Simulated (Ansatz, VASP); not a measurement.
## HfO2: VASP beside Ansatz

```xyz
3
Lattice="0.0000 2.8133 2.5575 2.3018 0.0000 2.5575 2.3018 2.8133 0.0000" Properties=species:S:1:pos:R:3 pbc="T T T"
Hf    0.0000    0.0000    0.0000
O     1.1509    1.4066    1.2788
O     3.4526    4.2199    3.8363
```

Change from the starting cell: strain -0.1000 x Voigt [1, -1, 0, 0, 0, 0], atoms carried along.

Alike in both runs: task single point; functional PBE; k mesh 8 × 8 × 8; occupations gaussian, width 0.05 eV; no spin polarisation.

```csv
,VASP,Ansatz
version,VASP 6.6.1,Ansatz 0.2.0
potentials or method,"VASP PAW PBE potentials, release 64 (Hf_pv, O), cutoff 520 eV","scalar-relativistic, plane waves, PAW"
valence electrons in the cell,22,38
```

```csv
,VASP,Ansatz,Ansatz less VASP
gap on the k mesh at the Fermi level (eV),0.85,0.87,+0.016
least direct gap on the mesh (eV),1.25,1.27,+0.017
pressure (GPa),-2.1,1.4,+3.44
"traceless stress, the component that is largest in VASP (GPa)",47.91,47.22,-0.682
```

With one functional, cell and mesh, what is left measures potentials, basis and numerics. VASP's potentials hold 22 valence electrons a cell and Ansatz's 38, so a difference there can come from the potentials and not from the codes.

Spin-orbit coupling is off throughout.
